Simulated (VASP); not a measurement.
ZnS: single point with r2SCAN

ZnS:

```
Zn S
1.0
     3.81100    0.00000    0.00000
    -1.90550    3.30042    0.00000
     0.00000    0.00000    6.23400
Zn S
2 2
Direct
  0.33333 0.66667 0.00000
  0.66667 0.33333 0.50000
  0.36918 0.69291 0.39889
  0.70251 0.35957 0.89889
```

This cell differs from its parent crystal: all S atoms moved +0.150 Å, as atom 3 along Cartesian [1 1 1].

```yaml
Program: VASP 6.6.1
Task: single point
Functional: r2SCAN
Potentials_or_basis: VASP PAW PBE potentials, release 64 (Zn, S)
Cutoff: 520 eV
k_mesh: 6 × 6 × 4
Occupations: gaussian, width 0.05 eV
Spin: no spin polarisation
Dipole_correction: no
Further_INCAR_settings: ALGO = Normal; EDIFF = 1e-06; NBANDS = 26
```

```
Pressure               : 1.4 GPa
Largest force          : 1.356 eV/Å
Band gap on the k mesh : 2.81 eV
```

Forces on the atoms (eV/Å):
```
Zn   0.899  0.708  0.717
Zn   0.516  0.707  0.698
S   -0.506 -0.707 -0.699
S   -0.909 -0.708 -0.716
```

Stress tensor (GPa, compression positive):
```
 3.08  0.47  1.39
 0.47  3.07  1.39
 1.39  1.39 -1.86
```

Levels at points of the mesh, in eV from the valence-band top:
```tsv
k point	band 15	band 16	band 17	band 18	band 19	band 20	band 21	band 22
(0.00, 0.00, 0.00)	-0.93	-0.08	-0.07	0.00	2.81	3.33	6.67	6.69
(0.50, 0.00, 0.00)	-3.10	-2.39	-1.50	-1.20	3.84	4.75	5.49	7.84
(0.00, 0.50, 0.00)	-3.12	-2.36	-1.54	-1.15	3.84	4.73	5.46	7.84
(0.50, 0.50, 0.00)	-3.13	-2.33	-1.56	-1.11	3.84	4.71	5.44	7.85
(0.00, 0.00, 0.50)	-0.71	-0.70	-0.32	-0.32	3.93	3.94	6.82	6.83
(0.50, 0.00, 0.50)	-1.88	-1.82	-1.59	-1.39	3.82	4.24	5.17	5.63
(0.00, 0.50, 0.50)	-1.88	-1.84	-1.53	-1.39	3.87	4.18	5.22	5.55
(0.50, 0.50, 0.50)	-1.87	-1.86	-1.46	-1.42	3.96	4.07	5.32	5.44
```

It took 10 min on 1 thread of Intel Xeon 8259CL, on a shared host, peak memory 0.28 GiB.

Caveat: the cell differs from its parent crystal (all S atoms moved +0.150 Å, as atom 3 along Cartesian [1 1 1]); the PAW data sets were made with another functional, which shifts forces and pressure a little.
